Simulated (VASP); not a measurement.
# Y (Pm-3m) in VASP: further runs

Y is run at these levels: PBEsol; tasks: single point.

Everything below comes from runs of VASP 6.6.1. Logs are shortened: lines on timing, memory, paths and dates and some standing lists are left out, and cuts for length are marked.

**1. The cell of the first run**

The structure is cubic, space group Pm-3m (No. 221). Conventional cell: a = 3.068 Å, b = 3.068 Å, c = 3.068 Å, α = 90.00°, β = 90.00°, γ = 90.00°. Within 4.0 Å of Y (site symmetry m-3m) lie 6 Y at 3.07 Å.

This isn't the form of Y at room conditions, which is hcp.

**2. Single point, PBEsol (28.87 Å³/atom)**

Contents of INCAR:

```
  PREC = Accurate
  ENCUT = 520
  EDIFF = 1E-6
  ISMEAR = -1
  SIGMA = 0.1
  LREAL = F
  LASPH = T
  NELM = 80
  ALGO = Normal
  ISIF = 2
  LWAVE = F
  LCHARG = F
  GGA = PS
  NBANDS = 12
```

Contents of KPOINTS:

```
regular mesh
0
Gamma
  11 11 11
```

Contents of POSCAR:

```
Y
1.0
    3.0676735170      0.0000000000      0.0000000000
    0.0000000000      3.0676735170      0.0000000000
    0.0000000000      0.0000000000      3.0676735170
Y
1
Direct
    0.0000000000      0.0000000000      0.0000000000
```

Potentials or basis: VASP PAW PBE potentials, release 64 (Y_sv).

The run is started by

```console
cat potpaw_PBE.64/Y_sv/POTCAR > POTCAR
mpirun -np 1 vasp_std > vasp.out
```

OUTCAR:

```text
PREC = Accurate
   ENCUT = 520
   EDIFF = 1E-6
   ISMEAR = -1
   LREAL = F
   LASPH = T
   NELM = 80
   ISIF = 2
   GGA = PS

 ion  position               nearest neighbor table
   1  0.000  0.000  0.000-

  LATTYP: Found a simple cubic cell.
 ALAT       =     3.0676735170

  Lattice vectors:

 A1 = (   3.0676735170,   0.0000000000,   0.0000000000)
 A2 = (   0.0000000000,   3.0676735170,   0.0000000000)
 A3 = (   0.0000000000,   0.0000000000,   3.0676735170)

Analysis of symmetry for initial positions (statically):
=====================================================================
 Subroutine PRICEL returns:
 Original cell was already a primitive cell.

 Routine SETGRP: Setting up the symmetry group for a
 simple cubic supercell.

 Subroutine GETGRP returns: Found 48 space group operations
 (whereof 48 operations were pure point group operations)
 out of a pool of 48 trial point group operations.

The static configuration has the point symmetry O_h .

Analysis of symmetry for dynamics (positions and initial velocities):
=====================================================================
 Subroutine PRICEL returns:
 Original cell was already a primitive cell.

 Routine SETGRP: Setting up the symmetry group for a
 simple cubic supercell.

 Subroutine GETGRP returns: Found 48 space group operations
 (whereof 48 operations were pure point group operations)
 out of a pool of 48 trial point group operations.

The dynamic configuration has the point symmetry O_h .

 Subroutine INISYM returns: Found 48 space group operations
 (whereof 48 operations are pure point group operations),
 and found     1 'primitive' translations

----------------------------------------------------------------------------------------

                                     Primitive cell

  volume of cell :      28.8687

  direct lattice vectors                    reciprocal lattice vectors
     3.067673517  0.000000000  0.000000000     0.325979931  0.000000000  0.000000000
     0.000000000  3.067673517  0.000000000     0.000000000  0.325979931  0.000000000
     0.000000000  0.000000000  3.067673517     0.000000000  0.000000000  0.325979931

  length of vectors
     3.067673517  3.067673517  3.067673517     0.325979931  0.325979931  0.325979931

  position of ions in fractional coordinates (direct lattice)
     0.000000000  0.000000000  0.000000000

  ion indices of the primitive-cell ions
   primitive index   ion index
                 1           1

----------------------------------------------------------------------------------------

 KPOINTS: regular mesh

Automatic generation of k-mesh.
 Grid dimensions read from file:
 generate k-points for:   11   11   11

 Generating k-lattice:

  Cartesian coordinates                     Fractional coordinates (reciprocal lattice)
     0.029634539  0.000000000  0.000000000     0.090909091  0.000000000  0.000000000
     0.000000000  0.029634539  0.000000000     0.000000000  0.090909091  0.000000000
     0.000000000  0.000000000  0.029634539     0.000000000  0.000000000  0.090909091

  Length of vectors
     0.029634539  0.029634539  0.029634539

  Shift w.r.t. Gamma in fractional coordinates (k-lattice)
     0.000000000  0.000000000  0.000000000

 Subroutine IBZKPT returns following result:
 ===========================================

 Found     56 irreducible k-points:

 Following reciprocal coordinates:
            Coordinates               Weight
  0.000000  0.000000  0.000000      1.000000
  0.090909  0.000000  0.000000      6.000000
  0.181818  0.000000  0.000000      6.000000
  0.272727  0.000000  0.000000      6.000000
  0.363636  0.000000  0.000000      6.000000
  0.454545  0.000000  0.000000      6.000000
[... 16 lines left out ...]
  0.181818  0.090909  0.090909     24.000000
  0.272727  0.090909  0.090909     24.000000
 [... further k-points ...]
   k-points           NKPTS =     56   k-points in BZ     NKDIM =     56   number of bands    NBANDS=     12
   number of dos      NEDOS =    301   number of ions     NIONS =      1
   total plane-waves  NPLWV =  13824
   dimension x,y,z NGX =    24 NGY =   24 NGZ =   24
   dimension x,y,z NGXF=    48 NGYF=   48 NGZF=   48
   ions per type =               1
   NGX,Y,Z   is equivalent  to a cutoff of  13.01, 13.01, 13.01 a.u.
   NGXF,Y,Z  is equivalent  to a cutoff of  26.01, 26.01, 26.01 a.u.
 SYSTEM =  unknown system
   PREC   = accura    normal or accurate (medium, high low for compatibility)
   ISTART =      0    job   : 0-new  1-cont  2-samecut
   ICHARG =      2    charge: 1-file 2-atom 10-const
   ISPIN  =      1    spin polarized calculation?
   LNONCOLLINEAR =      F non collinear calculations
   LSORBIT =      F    spin-orbit coupling
   LASPH  =      T    aspherical Exc in radial PAW
   ENCUT  =  520.0 eV  38.22 Ry    6.18 a.u.   5.70  5.70  5.70*2*pi/ulx,y,z
   NELM   =     80;   NELMIN=  2; NELMDL= -5     # of ELM steps
   EDIFF  = 0.1E-05   stopping-criterion for ELM
   LREAL  =      F    real-space projection
   EDIFFG = 0.1E-04   stopping-criterion for IOM
   NSW    =      0    number of steps for IOM
   IBRION =     -1    ionic relax: 0-MD 1-quasi-New 2-CG
   NFREE  =      0    steps in history (QN), initial steepest desc. (CG)
   ISIF   =      2    stress and relaxation
   ISYM   =      2    0-nonsym 1-usesym 2-fastsym
   POTIM  = 0.5000    time-step for ionic-motion
   TEBEG  =    0.0;   TEEND  =   0.0 temperature during run
   PSTRESS=    0.0 pullay stress
   NELECT =      11.0000    total number of electrons
   NUPDOWN=      -1.0000    fix difference up-down
   EMIN   =  10.00;   EMAX   =-10.00  energy-range for DOS
   EFERMI =   0.00;   METHOD = LEGACY
   ISMEAR =    -1;   SIGMA  =   0.10  broadening in eV -4-tet -1-fermi 0-gaus
   EFERMI_NEDOS =   21; number of points for ismear=-14 and -15
   IALGO  =     38    algorithm
   IMIX   =      4    mixing-type and parameters
     AMIX     =   0.40;   BMIX     =  1.00
     AMIX_MAG =   1.60;   BMIX_MAG =  1.00
  volume/ion in A,a.u.               =      28.87       194.82
  Fermi-wavevector in a.u.,A,eV,Ry     =   1.186852  2.242825 19.165409  1.408618
  Thomas-Fermi vector in A             =   2.323016
   LORBIT       =      0    0 simple, 1 ext, 2 COOP (PROOUT), +10 PAW based schemes
   GGA     = PS    functional components
   LHFCALC =     F    Hartree Fock is set to
   AEXX    =    0.0000 exact exchange contribution
   IVDW    =     0    specifies the selected vdW correction
   LEPSILON=     F    determine dielectric tensor
   LRPA    =     F    only Hartree local field effects (RPA)
 non-spin polarized calculation
  energy-cutoff  :      520.00
  volume of cell :       28.87
 maximum number of plane-waves:       792
 NGX is ok and might be reduce to    24
   NGX = 11   NGY = 11   NGZ = 11

 number of electron      11.0000000 magnetization

 Free energy of the ion-electron system (eV)
  ---------------------------------------------------
  ext. energy  EPLUGINS =         0.00000000
  ---------------------------------------------------
  free energy    TOTEN  =        -6.01849208 eV

  energy without entropy =       -5.94873877  energy(sigma->0) =       -5.98361542

 E-fermi :   3.5461     XC(G=0):  -9.9982

 val. band max:        3.5345828675   @ k =   0.4545   0.0909   0.0909
 cond. band min:       3.5717663582   @ k =   0.1818   0.0909   0.0909
 fundamental gap:      0.0371834907
 Fermi energy:         3.5461125329

 k-point     1 :       0.0000    0.0000    0.0000
  band No.  band energies     occupation
      1     -39.0713      2.00000
      2     -18.5068      2.00000
      3     -18.5068      2.00000
      4     -18.5068      2.00000
      5      -1.1784      2.00000
      6       2.6537      1.99973
      7       2.6537      1.99973
      8       9.8458      0.00000
      9       9.8458      0.00000
     10       9.8458      0.00000
     11      15.0573      0.00000
     12      15.0573      0.00000

 k-point     2 :       0.0909    0.0000    0.0000
  band No.  band energies     occupation
      1     -39.0605      2.00000
      2     -18.6125      2.00000
      3     -18.4979      2.00000
      4     -18.4979      2.00000
      5      -0.9825      2.00000
      6       2.7131      1.99952
      7       2.8514      1.99808
      8       9.4339      0.00000
      9       9.4339      0.00000
     10       9.8716      0.00000
     11      14.2151      0.00000
     12      15.5447      0.00000

 k-point     3 :       0.1818    0.0000    0.0000
  band No.  band energies     occupation
      1     -39.0315      2.00000
      2     -18.8871      2.00000
      3     -18.4739      2.00000
      4     -18.4739      2.00000
      5      -0.4547      2.00000
      6       2.8792      1.99746
      7       3.3829      1.67286
      8       8.5703      0.00000
      9       8.5703      0.00000
     10       9.9419      0.00000
     11      12.7990      0.00000
     12      16.6084      0.00000
[... 286 lines left out ...]
 k-point    23 :       0.1818    0.0909    0.0909
  band No.  band energies     occupation
      1     -39.0102      2.00000
      2     -18.8663      2.00000
      3     -18.5740      2.00000
      4     -18.5616      2.00000
      5      -0.0776      2.00000
      6       3.2039      1.93677
      7       3.5718      0.87243
      8       8.0460      0.00000
      9       8.2085      0.00000
     10       9.1825      0.00000
     11      13.7226      0.00000
     12      15.8965      0.00000

 k-point    24 :       0.2727    0.0909    0.0909
  band No.  band energies     occupation
      1     -38.9720      2.00000
      2     -19.2045      2.00000
      3     -18.5405      2.00000
      4     -18.5285      2.00000
      5       0.6325      2.00000
      6       3.4407      1.48299
      7       4.1067      0.00733
      8       7.2812      0.00000
      9       7.4255      0.00000
     10       9.3051      0.00000
     11      12.6186      0.00000
     12      16.5101      0.00000

 [... further k-points ...]
[... 5 lines left out ...]
  --------------------------------------------------------------------------------------
  -------------------------------------------------------------------------------------
  Total        0.7710114      0.7710114      0.7710114      0.0000000      0.0000000      0.0000000
  in kB       42.7901672     42.7901672     42.7901672      0.0000000      0.0000000      0.0000000
  external PRESSURE =      42.7901672 kB  Pullay stress =       0.0000000 kB

 VOLUME and BASIS-vectors are now :
 -----------------------------------------------------------------------------
  energy-cutoff  :      520.00
  volume of cell :       28.87
      direct lattice vectors                 reciprocal lattice vectors
     3.067673517  0.000000000  0.000000000     0.325979931  0.000000000  0.000000000
     0.000000000  3.067673517  0.000000000     0.000000000  0.325979931  0.000000000
     0.000000000  0.000000000  3.067673517     0.000000000  0.000000000  0.325979931

 POSITION                                       TOTAL-FORCE (eV/Angst)
 -----------------------------------------------------------------------------------
      0.00000      0.00000      0.00000         0.000000      0.000000      0.000000
 -----------------------------------------------------------------------------------
    total drift:                                0.000000      0.000000      0.000000

  FREE ENERGIE OF THE ION-ELECTRON SYSTEM (eV)
  ---------------------------------------------------
  free  energy   TOTEN  =        -6.0184920788 eV

  energy  without entropy=       -5.9487387674  energy(sigma->0) =       -5.98361542
```

Run time: 5.7 s. Hardware: 1 thread of Intel Xeon 6975P-C (Granite Rapids), shared host; peak memory 0.16 GiB.

What came out:

| Item | Value |
| --- | --- |
| Free energy | -6.0185 eV |
| Pressure | 4.3 GPa |
| Band gap on the k mesh | zero (an odd number of electrons rules out a gap without spin polarisation) |

Caveat: the cell stands under pressure; the PAW data sets were made with another functional, which shifts forces and pressure a little.

**3. Single point, PBEsol (30.18 Å³/atom)**

This run uses another cell than the first one, of 30.18 Å³/atom.

Contents of INCAR:

```
PREC = Accurate
ENCUT = 520
EDIFF = 1E-6
ISMEAR = -1
SIGMA = 0.1
LREAL = False
LASPH = True
NELM = 60
ALGO = Normal
ISIF = 2
LWAVE = False
LCHARG = True
GGA = PS
LELF = True
LVHAR = True
NBANDS = 12
```

KPOINTS is that of step 2.

Contents of POSCAR:

```
Y
1.0
    3.1134664401      0.0000000000      0.0000000000
    0.0000000000      3.1134664401      0.0000000000
    0.0000000000      0.0000000000      3.1134664401
Y
1
Direct
    0.0000000000      0.0000000000      0.0000000000
```

Potentials or basis: VASP PAW PBE potentials, release 64 (Y_sv).

The run is started by

```console
cat potpaw_PBE.64/Y_sv/POTCAR > POTCAR
mpirun -np 1 vasp_std > vasp.out
```

OUTCAR:

```text
PREC = Accurate
   ENCUT = 520
   EDIFF = 1E-6
   ISMEAR = -1
   LREAL = False
   LASPH = True
   NELM = 60
   ISIF = 2
   GGA = PS

 ion  position               nearest neighbor table
   1  0.000  0.000  0.000-

  LATTYP: Found a simple cubic cell.
 ALAT       =     3.1134664401

  Lattice vectors:

 A1 = (   3.1134664401,   0.0000000000,   0.0000000000)
 A2 = (   0.0000000000,   3.1134664401,   0.0000000000)
[... 528 lines left out ...]
      1     -39.2810      2.00000
      2     -19.4815      2.00000
      3     -18.8970      2.00000
      4     -18.8867      2.00000
      5       0.3788      2.00000
      6       3.2321      1.35209
      7       3.8205      0.01155
      8       6.9251      0.00000
      9       7.0464      0.00000
     10       8.8316      0.00000
     11      12.0610      0.00000
     12      15.9639      0.00000

 [... further k-points ...]
[... 5 lines left out ...]
  --------------------------------------------------------------------------------------
  -------------------------------------------------------------------------------------
  Total        0.4825588      0.4825588      0.4825588     -0.0000000     -0.0000000      0.0000000
  in kB       25.6170013     25.6170013     25.6170013     -0.0000000     -0.0000000      0.0000000
  external PRESSURE =      25.6170013 kB  Pullay stress =       0.0000000 kB

 VOLUME and BASIS-vectors are now :
 -----------------------------------------------------------------------------
  energy-cutoff  :      520.00
  volume of cell :       30.18
      direct lattice vectors                 reciprocal lattice vectors
     3.113466440  0.000000000  0.000000000     0.321185412  0.000000000  0.000000000
     0.000000000  3.113466440  0.000000000     0.000000000  0.321185412  0.000000000
     0.000000000  0.000000000  3.113466440     0.000000000  0.000000000  0.321185412

 POSITION                                       TOTAL-FORCE (eV/Angst)
 -----------------------------------------------------------------------------------
      0.00000      0.00000      0.00000         0.000000      0.000000      0.000000
 -----------------------------------------------------------------------------------
    total drift:                                0.000000      0.000000      0.000000

  FREE ENERGIE OF THE ION-ELECTRON SYSTEM (eV)
  ---------------------------------------------------
  free  energy   TOTEN  =        -6.0463959166 eV

  energy  without entropy=       -5.9745887123  energy(sigma->0) =       -6.01049231
```

stdout:

```text
POSCAR found type information on POSCAR Y
 POSCAR found :  1 types and       1 ions
 scaLAPACK will be used
 -----------------------------------------------------------------------------
|                                                                             |
|                                                                             |
|     You enforced a specific xc type in the INCAR file but a different       |
|     I HOPE YOU KNOW WHAT YOU ARE DOING!                                     |
|                                                                             |
 -----------------------------------------------------------------------------

 LDA part: xc-table for (Slater+PW92), standard interpolation
 POSCAR, INCAR and KPOINTS ok, starting setup
 FFT: planning ... GRIDC
 FFT: planning ... GRID_SOFT
 FFT: planning ... GRID
 WAVECAR not read
 entering main loop
```

Wall time 6.3 s (1 thread of Intel Xeon 6975P-C (Granite Rapids), shared host); peak memory 0.16 GiB.

Results:

| Quantity | Value |
| --- | --- |
| Free energy | -6.0464 eV |
| Pressure | 2.6 GPa |
| Band gap on the k mesh | zero (an odd number of electrons rules out a gap without spin polarisation) |

Caveat: the PAW data sets were made with another functional, which shifts forces and pressure a little.

**4. Single point, PBEsol (31.49 Å³/atom)**

This run uses another cell than the first one, of 31.49 Å³/atom.

Contents of INCAR:

```
SYSTEM = Y
PREC = Accurate
ENCUT = 520
EDIFF = 1E-6
ISMEAR = -1
SIGMA = 0.1
LREAL = .FALSE.
LASPH = .TRUE.
NELM = 60
ALGO = Normal
ISIF = 2
LWAVE = .FALSE.
LCHARG = .TRUE.
GGA = PS
LELF = .TRUE.
LVHAR = .TRUE.
NBANDS = 12
```

Contents of KPOINTS:

```
Automatic mesh
0
G
  11 11 11
  0 0 0
```

Contents of POSCAR:

```
Y
1.0
    3.1579505421      0.0000000000      0.0000000000
    0.0000000000      3.1579505421      0.0000000000
    0.0000000000      0.0000000000      3.1579505421
Y
1
Direct
    0.0000000000      0.0000000000      0.0000000000
```

The run is started by

```console
cat potpaw_PBE.64/Y_sv/POTCAR > POTCAR
mpirun -np 1 vasp_std > vasp.out
```

Run time: 6.1 s. Hardware: 1 thread of Intel Xeon 6975P-C (Granite Rapids), shared host; peak memory 0.16 GiB.

It converged, with:

```
Free energy            : -6.0614 eV
Pressure               : 1.1 GPa
Band gap on the k mesh : zero (an odd number of electrons rules out a gap without spin polarisation)
```

Levels at points of the mesh, in eV from the Fermi level:
| k point | band 2 | band 3 | band 4 | band 5 | band 6 | band 7 | band 8 | band 9 |
| --- | --- | --- | --- | --- | --- | --- | --- | --- |
| (0.00, 0.00, 0.00) | -22.29 | -22.29 | -22.29 | -4.62 | -0.75 | -0.75 | 5.78 | 5.78 |

Caveat: the PAW data sets were made with another functional, which shifts forces and pressure a little.

**5. The runs side by side**

```csv
cell,gap on the mesh (eV),pressure (GPa)
"a = 3.068 Å, 1 atom",none,4.3
"a = 3.113 Å, 1 atom",none,2.6
"a = 3.158 Å, 1 atom",none,1.1
```

Alike in all rows: task single point; level PBEsol; potentials or basis VASP PAW PBE potentials, release 64 (Y_sv); no spin polarisation; k mesh 11 × 11 × 11; cutoff (eV) 520; smearing fermi-dirac 0.1 eV.

Caveats: the PAW data sets were made with another functional, which shifts forces and pressure a little; the cell stands under pressure (at least some runs).

Absolute energies hang on the potentials; compare differences alone.
